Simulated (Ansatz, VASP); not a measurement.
# One calculation of LiH, two programs

```xyz
2
Lattice="0.0643 2.1770 2.1770 2.1770 0.0643 2.1770 2.1770 2.1770 0.0643" Properties=species:S:1:pos:R:3 pbc="T T T"
Li    0.0000    0.0000    0.0000
H     1.1046    1.1046    1.1046
```

Change from the starting cell: equal xy, yz and zx shear strains of +3 %, crystal datasets.

Alike in both runs: task electric field gradients; functional PBE; k mesh 13 × 13 × 13; occupations fermi-dirac, width 0.05 eV; no spin polarisation.

|  | VASP | Ansatz |
| --- | --- | --- |
| version | VASP 6.6.1 | Ansatz 0.2.0 |
| potentials or method | VASP PAW PBE potentials, release 64 (Li_sv, H), cutoff 520 eV | all-electron PAW with datasets made for the crystal, scalar-relativistic |

VASP gave:

* gap on the k mesh at the Fermi level (eV): 4.05
* rms of the force components (eV/Å): 0.041
* size of Vzz on the site where it differs most (V/Å²): 0.1

Which values does Ansatz return?

gap on the k mesh at the Fermi level (eV): 4.04; rms of the force components (eV/Å): 0.040; size of Vzz on the site where it differs most (V/Å²): 0.2.

Atom by atom the forces differ by 0.001 eV/Å (rms over components). Ansatz ran all-electron here, and VASP with PAW potentials.

Noted on VASP's run: the cutoff is under 1.25 times that of the potentials, so the pressure is a little rough.
